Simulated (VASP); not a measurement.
# Se (P3_221) in VASP: further runs

Runs on Se. Level: PBE-based screened hybrid with 25 % exact exchange. Tasks: single point.

Program: VASP 6.6.1. These are calculated values, not measurements. Logs are shortened: lines on timing, memory, paths and dates and some standing lists are left out, and cuts for length are marked.

### Step 1. The cell of the first run

Symmetry: P3_221, No. 154, trigonal system. Conventional cell: a = 4.355 Å, b = 4.355 Å, c = 4.949 Å, α = 90.00°, β = 90.00°, γ = 120.00°. Se (site symmetry 2) has 2 Se at 2.32 Å within 3.1 Å.

### Step 2. Single point, PBE-based screened hybrid with 25 % exact exchange

File POSCAR:

```
Se
1.0
    4.3551700000      0.0000000000      0.0000000000
   -2.1775850000      3.7716878578      0.0000000000
    0.0000000000      0.0000000000      4.9494500000
Se
3
Direct
    0.7830000000      0.7830000000      0.5000000000
    0.0000000000      0.2170000000      0.8333333333
    0.2170000000      0.0000000000      0.1666666667
```

File INCAR.step1:

```
  PREC = Accurate
  ENCUT = 520
  EDIFF = 1E-5
  ISMEAR = -1
  SIGMA = 0.05
  LREAL = F
  LASPH = T
  NELM = 60
  ALGO = Normal
  ISIF = 2
  LWAVE = T
  LCHARG = F
  GGA = PE
  NBANDS = 16
```

File INCAR.step2:

```
  PREC = Accurate
  ENCUT = 520
  EDIFF = 1E-6
  ISMEAR = -1
  SIGMA = 0.05
  LREAL = F
  LASPH = T
  NELM = 60
  ALGO = Normal
  ISIF = 2
  LWAVE = F
  LCHARG = F
  GGA = PE
  LHFCALC = T
  AEXX = 0.25
  HFSCREEN = 0.4
  PRECFOCK = Normal
  ISTART = 1
  NBANDS = 16
```

File KPOINTS:

```
Automatic mesh
0
Gamma
  4 4 3
```

Potentials or basis: VASP PAW PBE potentials, release 64 (Se).

The run is started by

```
> cat potpaw_PBE.64/Se/POTCAR > POTCAR
> cp INCAR.step1 INCAR
> mpirun -np 1 vasp_std > vasp.out
> cp INCAR.step2 INCAR
> mpirun -np 1 vasp_std > vasp.out
```

OUTCAR:

```text
PREC = Accurate
   ENCUT = 520
   EDIFF = 1E-6
   ISMEAR = -1
   LREAL = F
   LASPH = T
   NELM = 60
   ISIF = 2
   GGA = PE
   LHFCALC = T
   AEXX = 0.25
   HFSCREEN = 0.4
   PRECFOCK = Normal
   ISTART = 1

 ion  position               nearest neighbor table
   1  0.783  0.783  0.500-   3 2.32   2 2.32
   2  0.000  0.217  0.833-   1 2.32   3 2.32
   3  0.217  0.000  0.167-   1 2.32   2 2.32

  LATTYP: Found a hexagonal cell.
 ALAT       =     4.3551700000
 C/A-ratio  =     1.1364539157

  Lattice vectors:

 A1 = (   4.3551700000,   0.0000000000,   0.0000000000)
 A2 = (  -2.1775850000,   3.7716878578,   0.0000000000)
 A3 = (   0.0000000000,   0.0000000000,   4.9494500000)

Analysis of symmetry for initial positions (statically):
=====================================================================
 Subroutine PRICEL returns:
 Original cell was already a primitive cell.

 Routine SETGRP: Setting up the symmetry group for a
 hexagonal supercell.

 Subroutine GETGRP returns: Found  6 space group operations
 (whereof  2 operations were pure point group operations)
 out of a pool of 24 trial point group operations.

The static configuration has the point symmetry C_2 .
 The point group associated with its full space group is D_3 .

Analysis of symmetry for dynamics (positions and initial velocities):
=====================================================================
 Subroutine PRICEL returns:
 Original cell was already a primitive cell.

 Routine SETGRP: Setting up the symmetry group for a
 hexagonal supercell.

 Subroutine GETGRP returns: Found  6 space group operations
 (whereof  2 operations were pure point group operations)
 out of a pool of 24 trial point group operations.

The dynamic configuration has the point symmetry C_2 .
 The point group associated with its full space group is D_3 .

 Subroutine INISYM returns: Found  6 space group operations
 (whereof  2 operations are pure point group operations),
 and found     1 'primitive' translations

----------------------------------------------------------------------------------------

                                     Primitive cell

  volume of cell :      81.3014

  direct lattice vectors                    reciprocal lattice vectors
     4.355170000  0.000000000  0.000000000     0.229612162  0.132566644  0.000000000
    -2.177585000  3.771687858  0.000000000     0.000000000  0.265133287  0.000000000
     0.000000000  0.000000000  4.949450000     0.000000000  0.000000000  0.202042651

  length of vectors
     4.355170000  4.355170000  4.949450000     0.265133287  0.265133287  0.202042651

  position of ions in fractional coordinates (direct lattice)
     0.783000000  0.783000000  0.500000000
     1.000000000  0.217000000  0.833333333
     0.217000000  0.000000000  0.166666667

  ion indices of the primitive-cell ions
   primitive index   ion index
                 1           1
                 2           2
                 3           3

----------------------------------------------------------------------------------------

 KPOINTS: Automatic mesh

Automatic generation of k-mesh.
 Grid dimensions read from file:
 generate k-points for:    4    4    3

 Generating k-lattice:

  Cartesian coordinates                     Fractional coordinates (reciprocal lattice)
     0.057403041  0.033141661  0.000000000     0.250000000 -0.000000000  0.000000000
     0.000000000  0.066283322  0.000000000     0.000000000  0.250000000  0.000000000
     0.000000000  0.000000000  0.067347550     0.000000000  0.000000000  0.333333333

  Length of vectors
     0.066283322  0.066283322  0.067347550

  Shift w.r.t. Gamma in fractional coordinates (k-lattice)
     0.000000000  0.000000000  0.000000000

 Subroutine IBZKPT returns following result:
 ===========================================

 Found      9 irreducible k-points:

 Following reciprocal coordinates:
            Coordinates               Weight
  0.000000  0.000000  0.000000      1.000000
  0.250000  0.000000  0.000000      6.000000
  0.500000  0.000000  0.000000      3.000000
  0.250000  0.250000  0.000000      6.000000
  0.000000  0.000000  0.333333      2.000000
  0.250000  0.000000  0.333333      6.000000
  0.000000  0.250000  0.333333      6.000000
  0.500000  0.000000  0.333333      6.000000
  0.250000  0.250000  0.333333     12.000000
   k-points           NKPTS =      9   k-points in BZ     NKDIM =     48   number of bands    NBANDS=     16
   number of dos      NEDOS =    301   number of ions     NIONS =      3
   total plane-waves  NPLWV =  40960
   dimension x,y,z NGX =    32 NGY =   32 NGZ =   40
   dimension x,y,z NGXF=    64 NGYF=   64 NGZF=   80
   ions per type =               3
   NGX,Y,Z   is equivalent  to a cutoff of  12.22, 12.22, 13.44 a.u.
   NGXF,Y,Z  is equivalent  to a cutoff of  24.43, 24.43, 26.87 a.u.
 SYSTEM =  unknown system
   PREC   = accura    normal or accurate (medium, high low for compatibility)
   ISTART =      1    job   : 0-new  1-cont  2-samecut
   ICHARG =      0    charge: 1-file 2-atom 10-const
   ISPIN  =      1    spin polarized calculation?
   LNONCOLLINEAR =      F non collinear calculations
   LSORBIT =      F    spin-orbit coupling
   LASPH  =      T    aspherical Exc in radial PAW
   ENCUT  =  520.0 eV  38.22 Ry    6.18 a.u.   8.10  8.10  9.20*2*pi/ulx,y,z
   NELM   =     60;   NELMIN=  2; NELMDL=  0     # of ELM steps
   EDIFF  = 0.1E-05   stopping-criterion for ELM
   LREAL  =      F    real-space projection
   EDIFFG = 0.1E-04   stopping-criterion for IOM
   NSW    =      0    number of steps for IOM
   IBRION =     -1    ionic relax: 0-MD 1-quasi-New 2-CG
   NFREE  =      0    steps in history (QN), initial steepest desc. (CG)
   ISIF   =      2    stress and relaxation
   ISYM   =      3    0-nonsym 1-usesym 2-fastsym
   POTIM  = 0.5000    time-step for ionic-motion
   TEBEG  =    0.0;   TEEND  =   0.0 temperature during run
   PSTRESS=    0.0 pullay stress
   NELECT =      18.0000    total number of electrons
   NUPDOWN=      -1.0000    fix difference up-down
   EMIN   =  10.00;   EMAX   =-10.00  energy-range for DOS
   EFERMI =   0.00;   METHOD = LEGACY
   ISMEAR =    -1;   SIGMA  =   0.05  broadening in eV -4-tet -1-fermi 0-gaus
   EFERMI_NEDOS =   21; number of points for ismear=-14 and -15
   IALGO  =     38    algorithm
   IMIX   =      1    mixing-type and parameters
     AMIX     =   0.40;   BMIX     =  1.00
     AMIX_MAG =   1.60;   BMIX_MAG =  1.00
  volume/ion in A,a.u.               =      27.10       182.88
  Fermi-wavevector in a.u.,A,eV,Ry     =   0.990375  1.871538 13.345178  0.980843
  Thomas-Fermi vector in A             =   2.122041
   LORBIT       =      0    0 simple, 1 ext, 2 COOP (PROOUT), +10 PAW based schemes
   GGA     = PE    functional components
   LHFCALC =     T    Hartree Fock is set to
   PRECFOCK=normal    Normal, Fast or Accurate (Low or Medium for compatibility)
   ENCUT4O =  -1.0   cutoff for four orbital integrals eV
   NKREDX  =     1    reduce k-point grid by
   NKREDY  =     1    reduce k-point grid by
   NKREDZ  =     1    reduce k-point grid by
   AEXX    =    0.2500 exact exchange contribution
   HFSCREEN=    0.4000 screening length (either q_TF or 0.3 A-1)
   HFSCREENC=   0.4000 screening length for correlation (either q_TF or 0.3 A-1)
   ENCUTFOCK=  -1.0 apply spherical cutoff to Coloumb kernel
   IVDW    =     0    specifies the selected vdW correction
   LEPSILON=     F    determine dielectric tensor
   LRPA    =     F    only Hartree local field effects (RPA)
 non-spin polarized calculation
  energy-cutoff  :      520.00
  volume of cell :       81.30
 maximum number of plane-waves:      2198
  NGX = 28; NGY = 28; NGZ = 28

 number of electron      17.9999997 magnetization

 Free energy of the ion-electron system (eV)
  ---------------------------------------------------
  ext. energy  EPLUGINS =         0.00000000
  ---------------------------------------------------
  free energy    TOTEN  =       -12.22449710 eV

  energy without entropy =      -12.22449709  energy(sigma->0) =      -12.22449709

 E-fermi :   3.2306     XC(G=0):  -7.6432

 val. band max:        2.0726711123   @ k =   0.2500   0.2500   0.3333
 cond. band min:       4.3042736290   @ k =   0.0000   0.0000   0.3333
 fundamental gap:      2.2316025167
 Fermi energy:         3.2306111057

 k-point     1 :       0.0000    0.0000    0.0000
  band No.  band energies     occupation
      1     -14.9761      2.00000
      2     -10.2451      2.00000
      3     -10.2451      2.00000
      4      -1.7543      2.00000
      5      -1.7543      2.00000
      6      -1.5531      2.00000
[... 8 lines left out ...]
     15       9.3158      0.00000
     16      11.3745      0.00000

 k-point     2 :       0.2500    0.0000    0.0000
  band No.  band energies     occupation
      1     -14.7568      2.00000
      2     -10.4499      2.00000
      3     -10.2117      2.00000
      4      -2.8827      2.00000
      5      -2.3038      2.00000
      6      -1.3809      2.00000
[... 8 lines left out ...]
     15      10.9327      0.00000
     16      11.7540      0.00000

 k-point     3 :       0.5000    0.0000    0.0000
  band No.  band energies     occupation
      1     -14.5003      2.00000
      2     -10.7235      2.00000
      3     -10.1770      2.00000
      4      -3.2760      2.00000
      5      -2.6601      2.00000
      6      -1.2604      2.00000
[... 8 lines left out ...]
     15      12.7236      0.00000
     16      12.7850      0.00000

 k-point     4 :       0.2500    0.2500    0.0000
  band No.  band energies     occupation
      1     -14.5037      2.00000
      2     -10.5825      2.00000
      3     -10.3262      2.00000
      4      -3.1155      2.00000
      5      -2.9047      2.00000
      6      -0.9966      2.00000
[... 8 lines left out ...]
     15      11.7994      0.00000
     16      12.4389      0.00000
[... 39 lines left out ...]
 k-point     7 :       0.0000    0.2500    0.3333
  band No.  band energies     occupation
      1     -14.1851      2.00000
      2     -12.5638      2.00000
      3      -8.4358      2.00000
      4      -3.2053      2.00000
      5      -2.2958      2.00000
      6      -1.3695      2.00000
[... 8 lines left out ...]
     15      10.5241      0.00000
     16      11.1684      0.00000

 k-point     8 :       0.5000    0.0000    0.3333
  band No.  band energies     occupation
      1     -13.9522      2.00000
      2     -12.4368      2.00000
      3      -8.9040      2.00000
      4      -3.7468      2.00000
      5      -2.8535      2.00000
      6      -1.7297      2.00000
[... 8 lines left out ...]
     15      12.1327      0.00000
     16      12.2325      0.00000

 k-point     9 :       0.2500    0.2500    0.3333
  band No.  band energies     occupation
      1     -13.9538      2.00000
      2     -12.4377      2.00000
      3      -8.8823      2.00000
      4      -3.6123      2.00000
      5      -3.0950      2.00000
      6      -1.9187      2.00000
[... 8 lines left out ...]
     15      11.2714      0.00000
     16      11.9012      0.00000

------------------------ aborting loop because EDIFF is reached ----------------------------------------

  FORCE on cell =-STRESS in cart. coord.  units (eV):
  Direction    XX          YY          ZZ          XY          YZ          ZX
  --------------------------------------------------------------------------------------
  -------------------------------------------------------------------------------------
  Total        1.8003414      1.8003414      2.0868638     -0.0000000     -0.0000000      0.0000000
  in kB       35.4786961     35.4786961     41.1250932     -0.0000000     -0.0000000      0.0000000
  external PRESSURE =      37.3608284 kB  Pullay stress =       0.0000000 kB

 VOLUME and BASIS-vectors are now :
 -----------------------------------------------------------------------------
  energy-cutoff  :      520.00
  volume of cell :       81.30
      direct lattice vectors                 reciprocal lattice vectors
     4.355170000  0.000000000  0.000000000     0.229612162  0.132566644  0.000000000
    -2.177585000  3.771687858  0.000000000     0.000000000  0.265133287  0.000000000
     0.000000000  0.000000000  4.949450000     0.000000000  0.000000000  0.202042651

 POSITION                                       TOTAL-FORCE (eV/Angst)
 -----------------------------------------------------------------------------------
      1.70505      2.95323      2.47472        -0.343839     -0.595546      0.000000
     -0.47254      0.81846      4.12454        -0.343839      0.595546      0.000000
      0.94507      0.00000      0.82491         0.687678     -0.000000     -0.000000
 -----------------------------------------------------------------------------------
    total drift:                                0.000001      0.000002     -0.000000

  FREE ENERGIE OF THE ION-ELECTRON SYSTEM (eV)
  ---------------------------------------------------
  free  energy   TOTEN  =       -12.2244970951 eV

  energy  without entropy=      -12.2244970949  energy(sigma->0) =      -12.22449709
```

Wall time 9.4 min (1 thread of AMD EPYC 7R13 (Zen 3), shared host); peak memory 0.26 GiB.

Results:

```
Free energy            : -12.2245 eV
Pressure               : 3.7 GPa
Largest force          : 0.688 eV/Å
Band gap on the k mesh : 2.23 eV (least direct gap 2.51 eV)
```

Forces on the atoms (eV/Å):
```
Se  -0.344 -0.596  0.000
Se  -0.344  0.596  0.000
Se   0.688  0.000  0.000
```

Levels at points of the mesh, in eV from the valence-band top:
```csv
k point,band 5,band 6,band 7,band 8,band 9,band 10,band 11,band 12,band 13,band 14
"(0.00, 0.00, 0.00)",-3.83,-3.63,-2.06,-2.06,-0.18,2.92,2.92,3.32,6.93,7.24
"(0.50, 0.00, 0.00)",-4.73,-3.33,-2.77,-1.73,-0.83,2.90,3.47,5.27,6.23,8.54
```

Caveat: the k points lie up to 0.42 Å⁻¹ apart; the PAW data sets were made with another functional, which shifts forces and pressure a little. A k mesh can miss the band edges.

[end of part 1 of 2]
